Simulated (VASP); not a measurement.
AlN:

```
Al N
1.0
     0.00000    2.18399    2.18399
     2.18399    0.00000    2.18399
     2.18399    2.18399    0.00000
Al N
1 1
Direct
  0.00000 0.00000 0.00000
  0.25000 0.25000 0.25000
```

| Property | Result |
| --- | --- |
| Program | VASP 6.6.1 |
| Task | relaxation of cell and atoms |
| Functional | revPBE |
| Dispersion | D4 |
| Potentials or basis | VASP PAW PBE potentials, release 64 (Al, N) |
| Cutoff | 600 eV |
| k mesh | 10 × 10 × 10 |
| Occupations | fermi-dirac, width 0.05 eV |
| Spin | no spin polarisation |

At the start: pressure -3.1 GPa; volume 10.42 Å³/atom.

Task: How do energy, volume and symmetry change on relaxing?

Result: Over 4 steps the energy falls by 2.5 meV/atom and the volume is 10.26 Å³/atom (-1.6 %); space group F-43m (No. 216, to 0.05 Å).

The path:
```
step  energy change (eV)  largest force (eV/Å)  pressure (GPa)  volume (Å³)
   1              0.0000                0.0000           -3.14        20.83
   2             -0.0024                0.0000            2.98        20.23
   3             -0.0049                0.0000            0.66        20.44
   4             -0.0050                0.0000            0.00        20.51
```

Final structure:
```cif
data_structure
_symmetry_space_group_name_H-M 'P 1'
_symmetry_Int_Tables_number 1
_cell_length_a 3.0726
_cell_length_b 3.0726
_cell_length_c 3.0726
_cell_angle_alpha 60.000
_cell_angle_beta 60.000
_cell_angle_gamma 60.000
_cell_volume 20.51
loop_
_atom_site_label
_atom_site_type_symbol
_atom_site_fract_x
_atom_site_fract_y
_atom_site_fract_z
_atom_site_occupancy
Al1 Al 0.00000 0.00000 0.00000 1
N1 N 0.25000 0.25000 0.25000 1
```

Caveat: the PAW data sets were made with another functional, which shifts forces and pressure a little.
